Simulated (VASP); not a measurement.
Write the native input for VASP 6.6.1 that does the following.

```yaml
Task: single point
Functional: PBE
Potentials_or_basis: VASP PAW PBE potentials, release 64 (Ga_d, Ge_d, O)
Cutoff: 520 eV
k_mesh: 16 × 16 × 8
Occupations: gaussian, width 0.1 eV
Spin: no spin polarisation
Dipole_correction: no
Further_INCAR_settings: ALGO = Normal; EDIFF = 1e-07; NBANDS = 24
```

The structure of GaGeO lies in POSCAR:

```
GaGeO
1.0
    2.8876263250      0.0000000000      0.0000000000
    0.0000000000      2.8876263250      0.0000000000
    0.0000000000      0.0000000000      5.4442792746
Ga Ge O
1 1 1
Direct
    0.5000000000      0.5000000000      0.0000000000
    0.5000000000      0.5000000000      0.5000000000
    0.0000000000      0.0000000000      0.0000000000
```

The cell was generated, and may not be a known phase.

The input as run:

INCAR

```
  PREC = Accurate
  ENCUT = 520
  EDIFF = 1E-7
  ISMEAR = 0
  SIGMA = 0.1
  LREAL = False
  LASPH = True
  NELM = 100
  ALGO = Normal
  ISIF = 2
  LWAVE = False
  LCHARG = False
  GGA = PE
  NBANDS = 24
```

KPOINTS

```
regular mesh
0
Gamma
  16 16 8
```

Potentials or basis: VASP PAW PBE potentials, release 64 (Ga_d, Ge_d, O).

Run with:

```bash
$ cat potpaw_PBE.64/Ga_d/POTCAR potpaw_PBE.64/Ge_d/POTCAR potpaw_PBE.64/O/POTCAR > POTCAR
$ mpirun -np 1 vasp_std > vasp.out
```

It gave:

```
Pressure               : 0.4 GPa
Band gap on the k mesh : zero (an odd number of electrons rules out a gap without spin polarisation)
```

Caveat: an odd number of electrons without spin polarisation forces a metal; a magnetic or distorted state may lie lower.

Wall time 6.2 min on 1 thread of Intel Xeon 8259CL, on a shared host, peak memory 0.36 GiB.
